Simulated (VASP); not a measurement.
# Sn2Ir in VASP: a series of runs

Sn2Ir is run at these levels: LDA; tasks: single point.

Everything below comes from runs of VASP 6.6.1. Logs are shortened: lines on timing, memory, paths and dates and some standing lists are left out, and cuts for length are marked.

## (1) The cell of the first run

The cell holds a slab with vacuum, 6 atoms: a = 4.458 Å, b = 4.458 Å, c = 21.459 Å, α = 90.00°, β = 90.00°, γ = 120.00°.

## (2) Single point, LDA

The input, INCAR:

```
PREC     = Accurate       # precision mode
ENCUT    = 520            # plane-wave cutoff, eV
EDIFF    = 1E-7           # SCF threshold, eV
ISMEAR   = -1             # smearing method
SIGMA    = 0.08           # smearing width, eV
LREAL    = F              # projectors in reciprocal space
LASPH    = T              # aspherical terms in the spheres
NELM     = 60             # most SCF steps
ALGO     = Normal         # electronic algorithm
ISIF     = 2              # what is computed and relaxed
LWAVE    = F              # write WAVECAR
LCHARG   = F              # write CHGCAR
LDIPOL   = T            
IDIPOL   = 3            
DIPOL    = 0.5 0.5 0.500
GGA      = CA             # functional
NBANDS   = 46             # bands
```

The input, KPOINTS:

```
regular mesh
0
Gamma
  9 9 1
```

The input, POSCAR:

```
Sn2Ir
1.0
    4.4575016955      0.0000000000      0.0000000000
   -2.2287508478      3.8603097057      0.0000000000
    0.0000000000      0.0000000000     21.4593000000
Sn Ir
4 2
Direct
    0.0000000000      0.0000000000      0.3727986854
    0.6666666670      0.3333333330      0.4575995620
    0.3333333330      0.6666666670      0.5424004380
    0.0000000000      0.0000000000      0.6272013146
    0.3333333330      0.6666666670      0.4151991234
    0.6666666670      0.3333333330      0.5848008766
```

Potentials or basis: VASP PAW LDA potentials, release 64 (Sn_d, Ir).

The run is started by

```
cat potpaw_LDA.64/Sn_d/POTCAR potpaw_LDA.64/Ir/POTCAR > POTCAR
mpirun -np 1 vasp_std > vasp.out
```

OUTCAR:

```text
PREC = Accurate
   ENCUT = 520
   EDIFF = 1E-7
   ISMEAR = -1
   LREAL = F
   LASPH = T
   NELM = 60
   ISIF = 2
   GGA = CA

 ion  position               nearest neighbor table
   1  0.000  0.000  0.373-   5 2.73   5 2.73   5 2.73   2 3.15   2 3.15   2 3.15
   2  0.667  0.333  0.458-   6 2.73   5 2.73   5 2.73   5 2.73   3 3.15   3 3.15   3 3.15   1 3.15
                             1 3.15   1 3.15
   3  0.333  0.667  0.542-   5 2.73   6 2.73   6 2.73   6 2.73   2 3.15   2 3.15   2 3.15   4 3.15
                             4 3.15   4 3.15
   4  0.000  0.000  0.627-   6 2.73   6 2.73   6 2.73   3 3.15   3 3.15   3 3.15
   5  0.333  0.667  0.415-   1 2.73   1 2.73   1 2.73   3 2.73   2 2.73   2 2.73   2 2.73
   6  0.667  0.333  0.585-   4 2.73   4 2.73   4 2.73   2 2.73   3 2.73   3 2.73   3 2.73

  LATTYP: Found a hexagonal cell.
 ALAT       =     4.4575016955
 C/A-ratio  =     4.8141989540

  Lattice vectors:

 A1 = (   4.4575016955,   0.0000000000,   0.0000000000)
 A2 = (  -2.2287508478,   3.8603097057,   0.0000000000)
 A3 = (   0.0000000000,   0.0000000000,  21.4593000000)

Analysis of symmetry for initial positions (statically):
=====================================================================
 Subroutine PRICEL returns:
 Original cell was already a primitive cell.

 Routine SETGRP: Setting up the symmetry group for a
 hexagonal supercell.

 Subroutine GETGRP returns: Found 12 space group operations
 (whereof 12 operations were pure point group operations)
 out of a pool of 24 trial point group operations.

The static configuration has the point symmetry D_3d.

Analysis of symmetry for dynamics (positions and initial velocities):
=====================================================================
 Subroutine PRICEL returns:
 Original cell was already a primitive cell.

 Routine SETGRP: Setting up the symmetry group for a
 hexagonal supercell.

 Subroutine GETGRP returns: Found 12 space group operations
 (whereof 12 operations were pure point group operations)
 out of a pool of 24 trial point group operations.

The dynamic configuration has the point symmetry D_3d.

 Subroutine INISYM returns: Found 12 space group operations
 (whereof 12 operations are pure point group operations),
 and found     1 'primitive' translations

----------------------------------------------------------------------------------------

                                     Primitive cell

  volume of cell :     369.2574

  direct lattice vectors                    reciprocal lattice vectors
     4.457501696  0.000000000  0.000000000     0.224340913  0.129523287  0.000000000
    -2.228750848  3.860309706  0.000000000     0.000000000  0.259046573  0.000000000
     0.000000000  0.000000000 21.459300000     0.000000000  0.000000000  0.046599842
[... 95 lines left out ...]
   EFERMI_NEDOS =   21; number of points for ismear=-14 and -15
   IALGO  =     38    algorithm
   IMIX   =      4    mixing-type and parameters
     AMIX     =   0.40;   BMIX     =  1.00
     AMIX_MAG =   1.60;   BMIX_MAG =  1.00
  volume/ion in A,a.u.               =      61.54       415.31
  Fermi-wavevector in a.u.,A,eV,Ry     =   0.958022  1.810400 12.487521  0.917807
  Thomas-Fermi vector in A             =   2.087093
   LORBIT       =      0    0 simple, 1 ext, 2 COOP (PROOUT), +10 PAW based schemes
   GGA     = CA    functional components
   LHFCALC =     F    Hartree Fock is set to
   AEXX    =    0.0000 exact exchange contribution
   IVDW    =     0    specifies the selected vdW correction
   LEPSILON=     F    determine dielectric tensor
   LRPA    =     F    only Hartree local field effects (RPA)
 non-spin polarized calculation
  energy-cutoff  :      520.00
  volume of cell :      369.26
 maximum number of plane-waves:      9983
 NGX is ok and might be reduce to    36
   NGX = 17   NGY = 17   NGZ = 79

 dipolmoment           0.000000      0.000000      0.000000 electrons x Angstroem

 number of electron      74.0000008 magnetization

 dipolmoment           0.000000      0.000000     -0.000000 electrons x Angstroem

 Free energy of the ion-electron system (eV)
  ---------------------------------------------------
  ext. energy  EPLUGINS =         0.00000000
  ---------------------------------------------------
  free energy    TOTEN  =       -38.60812607 eV

  energy without entropy =      -38.54249806  energy(sigma->0) =      -38.57531207

 E-fermi :  -0.0224     XC(G=0):  -4.8054

 val. band max:       -0.0235594786   @ k =   0.1111  -0.0000   0.0000
 cond. band min:      -0.0154086348   @ k =   0.3333   0.2222   0.0000
 fundamental gap:      0.0081508438
 Fermi energy:        -0.0223621570

 k-point     1 :       0.0000    0.0000    0.0000
  band No.  band energies     occupation
      1     -21.3785      2.00000
      2     -21.3785      2.00000
      3     -21.2987      2.00000
      4     -21.2921      2.00000
      5     -21.2921      2.00000
      6     -21.2069      2.00000
[... 577 lines left out ...]
     45       5.6691      0.00000
     46       6.1567      0.00000

------------------------ aborting loop because EDIFF is reached ----------------------------------------

 vacuum level on the upper side and lower side of the slab       (xc-potential included)        -0.076        -0.076

  FORCE on cell =-STRESS in cart. coord.  units (eV):
  Direction    XX          YY          ZZ          XY          YZ          ZX
  --------------------------------------------------------------------------------------
  -------------------------------------------------------------------------------------
  Total       -5.4086515     -5.4086515     -1.6056949      0.0000000      0.0000000     -0.0000000
  in kB      -23.4676912    -23.4676912     -6.9669773      0.0000000      0.0000000     -0.0000000
  external PRESSURE =     -17.9674532 kB  Pullay stress =       0.0000000 kB

 VOLUME and BASIS-vectors are now :
 -----------------------------------------------------------------------------
  energy-cutoff  :      520.00
  volume of cell :      369.26
      direct lattice vectors                 reciprocal lattice vectors
     4.457501696  0.000000000  0.000000000     0.224340913  0.129523287  0.000000000
    -2.228750848  3.860309706  0.000000000     0.000000000  0.259046573  0.000000000
     0.000000000  0.000000000 21.459300000     0.000000000  0.000000000  0.046599842

 POSITION                                       TOTAL-FORCE (eV/Angst)
 -----------------------------------------------------------------------------------
      0.00000      0.00000      8.00000         0.000000      0.000000      0.067218
      2.22875      1.28677      9.81977         0.000000      0.000000     -0.008025
     -0.00000      2.57354     11.63953         0.000000     -0.000000      0.008025
      0.00000      0.00000     13.45930        -0.000000      0.000000     -0.067218
     -0.00000      2.57354      8.90988         0.000000     -0.000000      0.326159
      2.22875      1.28677     12.54942        -0.000000      0.000000     -0.326159
 -----------------------------------------------------------------------------------
    total drift:                                0.000000      0.000000     -0.000000

  FREE ENERGIE OF THE ION-ELECTRON SYSTEM (eV)
  ---------------------------------------------------
  free  energy   TOTEN  =       -38.6081260722 eV

  energy  without entropy=      -38.5424980628  energy(sigma->0) =      -38.57531207

 vacuum level on the upper side and lower side of the slab         4.521         4.521
```

stdout:

```text
POSCAR found type information on POSCAR SnIr
 POSCAR found :  2 types and       6 ions
 scaLAPACK will be used
 LDA part: xc-table for (Slater(with rela. corr.)+CA(PZ))
 , standard interpolation
 POSCAR, INCAR and KPOINTS ok, starting setup
 FFT: planning ... GRIDC
 FFT: planning ... GRID_SOFT
 FFT: planning ... GRID
 WAVECAR not read
 entering main loop
```

Wall time 4.9 min (1 thread of Intel Xeon Platinum 8559C (Emerald Rapids), shared host); peak memory 0.46 GiB.

What came out:

```
Free energy            : -38.6081 eV
Largest force          : 0.326 eV/Å
Band gap on the k mesh : zero (bands 37 and 38 overlap by 1.53 eV)
```

Forces in eV/Å, atoms in the order of the input:
```
Sn   0.000  0.000  0.067
Sn   0.000  0.000 -0.008
Sn   0.000  0.000  0.008
Sn   0.000  0.000 -0.067
Ir   0.000  0.000  0.326
Ir   0.000  0.000 -0.326
```

Levels at points of the mesh, in eV from the Fermi level:
| k point | band 34 | band 35 | band 36 | band 37 | band 38 | band 39 | band 40 | band 41 |
| --- | --- | --- | --- | --- | --- | --- | --- | --- |
| (0.00, 0.00, 0.00) | -1.37 | 0.48 | 1.16 | 1.16 | 1.49 | 2.10 | 2.88 | 2.88 |

Caveat: spin-orbit coupling is left out, which moves the levels of the heavy elements.

## (3) Single point, LDA

The input, INCAR:

```
SYSTEM = Sn2Ir
ALGO = Normal ; DIPOL = 0.5 0.5 0.500
EDIFF = 1E-7 ; ENCUT = 520
GGA = CA ; IDIPOL = 3
ISIF = 2 ; ISMEAR = -1
LASPH = .TRUE. ; LCHARG = .FALSE.
LDIPOL = .TRUE. ; LREAL = .FALSE.
LWAVE = .FALSE. ; NBANDS = 46
NELM = 80 ; PREC = Accurate
SIGMA = 0.08
```

The input, KPOINTS:

```
k-points
0
G
  9 9 1
  0 0 0
```

The input, POSCAR:

```
Sn2Ir
1.0
    4.4575016955      0.0000000000      0.0000000000
   -2.2287508478      3.8603097057      0.0000000000
    0.0000000000      0.0000000000     21.4593000000
Sn Ir
4 2
Direct
    0.0000000000      0.0000000000      0.3747709475
    0.6666666667      0.3333333333      0.4573669373
    0.3333333333      0.6666666667      0.5426330628
    0.0000000000      0.0000000000      0.6252290526
    0.3333333333      0.6666666667      0.4176708308
    0.6666666667      0.3333333333      0.5823291690
```

Potentials or basis: VASP PAW LDA potentials, release 64 (Sn_d, Ir).

The run is started by

```
cat potpaw_LDA.64/Sn_d/POTCAR potpaw_LDA.64/Ir/POTCAR > POTCAR
mpirun -np 1 vasp_std > vasp.out
```

OUTCAR:

```text
SYSTEM = Sn2Ir
   EDIFF = 1E-7
   ENCUT = 520
   GGA = CA
   ISIF = 2
   ISMEAR = -1
   LASPH = .TRUE.
   LREAL = .FALSE.
   NELM = 80
   PREC = Accurate

 ion  position               nearest neighbor table
   1  0.000  0.000  0.375-   5 2.73   5 2.73   5 2.73   2 3.12   2 3.12   2 3.12
   2  0.667  0.333  0.457-   6 2.68   5 2.71   5 2.71   5 2.71   1 3.12   1 3.12   1 3.12   3 3.16
                             3 3.16   3 3.16
   3  0.333  0.667  0.543-   5 2.68   6 2.71   6 2.71   6 2.71   4 3.12   4 3.12   4 3.12   2 3.16
                             2 3.16   2 3.16
   4  0.000  0.000  0.625-   6 2.73   6 2.73   6 2.73   3 3.12   3 3.12   3 3.12
   5  0.333  0.667  0.418-   3 2.68   2 2.71   2 2.71   2 2.71   1 2.73   1 2.73   1 2.73
   6  0.667  0.333  0.582-   2 2.68   3 2.71   3 2.71   3 2.71   4 2.73   4 2.73   4 2.73

  LATTYP: Found a hexagonal cell.
 ALAT       =     4.4575016955
 C/A-ratio  =     4.8141989540

  Lattice vectors:

 A1 = (   4.4575016955,   0.0000000000,   0.0000000000)
 A2 = (  -2.2287508478,   3.8603097057,   0.0000000000)
 A3 = (   0.0000000000,   0.0000000000,  21.4593000000)

Analysis of symmetry for initial positions (statically):
=====================================================================
 Subroutine PRICEL returns:
 Original cell was already a primitive cell.

 Routine SETGRP: Setting up the symmetry group for a
 hexagonal supercell.

 Subroutine GETGRP returns: Found 12 space group operations
 (whereof 12 operations were pure point group operations)
 out of a pool of 24 trial point group operations.

The static configuration has the point symmetry D_3d.

Analysis of symmetry for dynamics (positions and initial velocities):
=====================================================================
 Subroutine PRICEL returns:
 Original cell was already a primitive cell.

 Routine SETGRP: Setting up the symmetry group for a
 hexagonal supercell.

[... 125 lines left out ...]
   LHFCALC =     F    Hartree Fock is set to
   AEXX    =    0.0000 exact exchange contribution
   IVDW    =     0    specifies the selected vdW correction
   LEPSILON=     F    determine dielectric tensor
   LRPA    =     F    only Hartree local field effects (RPA)
 non-spin polarized calculation
  energy-cutoff  :      520.00
  volume of cell :      369.26
 maximum number of plane-waves:      9983
 NGX is ok and might be reduce to    36
   NGX = 17   NGY = 17   NGZ = 79

 dipolmoment           0.000000      0.000000      0.000000 electrons x Angstroem

 number of electron      74.0000022 magnetization

 dipolmoment           0.000000      0.000000     -0.000000 electrons x Angstroem

 Free energy of the ion-electron system (eV)
  ---------------------------------------------------
  ext. energy  EPLUGINS =         0.00000000
  ---------------------------------------------------
  free energy    TOTEN  =       -38.62647135 eV

  energy without entropy =      -38.56287502  energy(sigma->0) =      -38.59467319

 E-fermi :  -0.0203     XC(G=0):  -4.7810

 val. band max:       -0.0707067058   @ k =   0.1111   0.1111   0.0000
 cond. band min:       0.0019242476   @ k =   0.3333   0.2222   0.0000
 fundamental gap:      0.0726309535
 Fermi energy:        -0.0203404264

 k-point     1 :       0.0000    0.0000    0.0000
  band No.  band energies     occupation
      1     -21.3825      2.00000
      2     -21.3825      2.00000
      3     -21.3029      2.00000
      4     -21.2913      2.00000
      5     -21.2913      2.00000
      6     -21.2144      2.00000
[... 577 lines left out ...]
     45       5.7085      0.00000
     46       6.2265      0.00000

------------------------ aborting loop because EDIFF is reached ----------------------------------------

 vacuum level on the upper side and lower side of the slab       (xc-potential included)        -0.072        -0.072

  FORCE on cell =-STRESS in cart. coord.  units (eV):
  Direction    XX          YY          ZZ          XY          YZ          ZX
  --------------------------------------------------------------------------------------
  -------------------------------------------------------------------------------------
  Total       -4.2231047     -4.2231047      0.1865395      0.0000000     -0.0000000      0.0000000
  in kB      -18.3237017    -18.3237017      0.8093795      0.0000000     -0.0000000      0.0000000
  external PRESSURE =     -11.9460080 kB  Pullay stress =       0.0000000 kB

 VOLUME and BASIS-vectors are now :
 -----------------------------------------------------------------------------
  energy-cutoff  :      520.00
  volume of cell :      369.26
      direct lattice vectors                 reciprocal lattice vectors
     4.457501696  0.000000000  0.000000000     0.224340913  0.129523287  0.000000000
    -2.228750848  3.860309706  0.000000000     0.000000000  0.259046573  0.000000000
     0.000000000  0.000000000 21.459300000     0.000000000  0.000000000  0.046599842

 POSITION                                       TOTAL-FORCE (eV/Angst)
 -----------------------------------------------------------------------------------
      0.00000      0.00000      8.04232         0.000000      0.000000     -0.031163
      2.22875      1.28677      9.81477        -0.000000      0.000000     -0.001936
     -0.00000      2.57354     11.64453         0.000000     -0.000000      0.001936
      0.00000      0.00000     13.41698        -0.000000      0.000000      0.031163
     -0.00000      2.57354      8.96292        -0.000000      0.000000     -0.022187
      2.22875      1.28677     12.49638         0.000000     -0.000000      0.022187
 -----------------------------------------------------------------------------------
    total drift:                                0.000000     -0.000000     -0.000001

  FREE ENERGIE OF THE ION-ELECTRON SYSTEM (eV)
  ---------------------------------------------------
  free  energy   TOTEN  =       -38.6264713491 eV

  energy  without entropy=      -38.5628750232  energy(sigma->0) =      -38.59467319

 vacuum level on the upper side and lower side of the slab         4.529         4.529
```

OSZICAR:

```text
N       E                     dE             d eps       ncg     rms          rms(c)
DAV:   1     0.765392192375E+03    0.76539E+03   -0.35053E+04  1218   0.170E+03
DAV:   2     0.598775850265E+02   -0.70551E+03   -0.68431E+03  1104   0.478E+02
DAV:   3    -0.348488926494E+02   -0.94726E+02   -0.92792E+02  1282   0.192E+02
DAV:   4    -0.395495800656E+02   -0.47007E+01   -0.46794E+01  1298   0.470E+01
[... 15 lines left out ...]
DAV:  20    -0.386264656162E+02   -0.19129E-04   -0.10794E-06   978   0.222E-03    0.360E-04
DAV:  21    -0.386264697427E+02   -0.41265E-05   -0.19187E-07   920   0.125E-03    0.107E-04
DAV:  22    -0.386264710473E+02   -0.13046E-05   -0.58061E-08   858   0.660E-04    0.903E-05
DAV:  23    -0.386264712515E+02   -0.20422E-06   -0.77818E-09   884   0.449E-04    0.271E-05
DAV:  24    -0.386264713491E+02   -0.97547E-07   -0.35164E-09   754   0.293E-04
   1 F= -.38626471E+02 E0= -.38594673E+02  d E =-.635963E-01
```

stdout:

```text
POSCAR found type information on POSCAR SnIr
 POSCAR found :  2 types and       6 ions
 scaLAPACK will be used
 LDA part: xc-table for (Slater(with rela. corr.)+CA(PZ))
 , standard interpolation
 POSCAR, INCAR and KPOINTS ok, starting setup
 FFT: planning ... GRIDC
 FFT: planning ... GRID_SOFT
 FFT: planning ... GRID
 WAVECAR not read
 entering main loop
```

Run time: 4.6 min. Hardware: 1 thread of Intel Xeon Platinum 8559C (Emerald Rapids), shared host; peak memory 0.46 GiB.

What came out:

```yaml
Free_energy: -38.6265 eV
Largest_force: 0.031 eV/Å
Band_gap_on_the_k_mesh: zero (bands 37 and 38 overlap by 1.55 eV)
```

Forces in eV/Å, atoms in the order of the input:
```
Sn   0.000  0.000 -0.031
Sn   0.000  0.000 -0.002
Sn   0.000  0.000  0.002
Sn   0.000  0.000  0.031
Ir   0.000  0.000 -0.022
Ir   0.000  0.000  0.022
```

Caveat: spin-orbit coupling is left out, which moves the levels of the heavy elements.

## (4) Single point, LDA

The input, INCAR:

```
ALGO = Normal
DIPOL = 0.5 0.5 0.500
EDIFF = 1E-6
ENCUT = 520
GGA = CA
IDIPOL = 3
ISIF = 2
ISMEAR = -1
LASPH = True
LCHARG = False
LDIPOL = True
LREAL = False
LWAVE = False
NBANDS = 46
NELM = 100
PREC = Accurate
SIGMA = 0.08
```

The input, KPOINTS:

```
k-points
0
Gamma
  9 9 1
```

POSCAR is that of step 3.

The run is started by

```
cat potpaw_LDA.64/Sn_d/POTCAR potpaw_LDA.64/Ir/POTCAR > POTCAR
mpirun -np 1 vasp_std > vasp.out
```

Run time: 4.4 min. Hardware: 1 thread of Intel Xeon Platinum 8559C (Emerald Rapids), shared host; peak memory 0.46 GiB.

Results (log left out):

```yaml
Free_energy: -38.6265 eV
Largest_force: 0.031 eV/Å
Band_gap_on_the_k_mesh: zero (bands 37 and 38 overlap by 1.55 eV)
```

Forces on the atoms (eV/Å):
```
Sn   0.000  0.000 -0.031
Sn   0.000  0.000 -0.002
Sn   0.000  0.000  0.002
Sn   0.000  0.000  0.031
Ir   0.000  0.000 -0.022
Ir   0.000  0.000  0.022
```

Levels at points of the mesh, in eV from the Fermi level:
```tsv
k point	band 34	band 35	band 36	band 37	band 38	band 39	band 40	band 41
(0.00, 0.00, 0.00)	-1.31	0.52	1.15	1.15	1.41	2.15	2.86	2.86
```

Caveat: spin-orbit coupling is left out, which moves the levels of the heavy elements.

(Part 1 of 2 ends here.)

The gap in the log of VASP goes by the Fermi energy; the results here count the filled bands.